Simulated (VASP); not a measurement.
Wanted: the native input for a VASP 6.6.1 run.

```yaml
Task: single point
Functional: r2SCAN
Potentials_or_basis: VASP PAW PBE potentials, release 64 (Zn, Se)
Cutoff: 520 eV
k_mesh: 8 × 8 × 8
Occupations: gaussian, width 0.01 eV
Spin: no spin polarisation
Dipole_correction: no
Further_INCAR_settings: ALGO = Normal; EDIFF = 1e-07; NBANDS = 16
```

ZnSe:

```
Zn Se
1.0
     0.00000    2.83242    2.83242
     2.83242    0.00000    2.83242
     2.83242    2.83242    0.00000
Zn Se
1 1
Direct
  0.00000 0.00000 0.00000
  0.25000 0.25000 0.25000
```

One way to write it, as run:

POSCAR

```
ZnSe
1.0
    0.0000000000      2.8324206784      2.8324206784
    2.8324206784      0.0000000000      2.8324206784
    2.8324206784      2.8324206784      0.0000000000
Zn Se
1 1
Direct
    0.0000000000      0.0000000000      0.0000000000
    0.2500000000      0.2500000000      0.2500000000
```

INCAR.step1

```
PREC     = Accurate       # precision mode
ENCUT    = 520            # plane-wave cutoff, eV
ISMEAR   = 0              # smearing method
SIGMA    = 0.01           # smearing width, eV
LREAL    = False          # projectors in reciprocal space
LASPH    = True           # aspherical terms in the spheres
NELM     = 100            # most SCF steps
NBANDS   = 16             # bands
GGA      = PE             # functional
ALGO     = Normal         # electronic algorithm
EDIFF    = 1E-4           # SCF threshold, eV
LWAVE    = True           # write WAVECAR
LCHARG   = False          # write CHGCAR
```

INCAR.step2

```
PREC     = Accurate       # precision mode
ENCUT    = 520            # plane-wave cutoff, eV
EDIFF    = 1E-7           # SCF threshold, eV
ISMEAR   = 0              # smearing method
SIGMA    = 0.01           # smearing width, eV
LREAL    = False          # projectors in reciprocal space
LASPH    = True           # aspherical terms in the spheres
NELM     = 100            # most SCF steps
ALGO     = Normal         # electronic algorithm
ISIF     = 2              # what is computed and relaxed
LWAVE    = False          # write WAVECAR
LCHARG   = False          # write CHGCAR
METAGGA  = R2SCAN         # meta-GGA
LMIXTAU  = True         
NBANDS   = 16             # bands
ISTART   = 1
```

KPOINTS

```
Automatic mesh
0
Gamma
  8 8 8
```

Potentials or basis: VASP PAW PBE potentials, release 64 (Zn, Se).

Launch:

```bash
$ cat potpaw_PBE.64/Zn/POTCAR potpaw_PBE.64/Se/POTCAR > POTCAR
$ cp INCAR.step1 INCAR
$ mpirun -np 1 vasp_std > vasp.out
$ cp INCAR.step2 INCAR
$ mpirun -np 1 vasp_std > vasp.out
```

Results of the run:

| Property | Result |
| --- | --- |
| Pressure | 0.1 GPa |
| Band gap on the k mesh | 1.87 eV |

Caveat: the PAW data sets were made with another functional, which shifts forces and pressure a little.

Wall time 3.1 min on 1 thread of Intel Xeon 8259CL (shared host), peak memory 0.18 GiB.
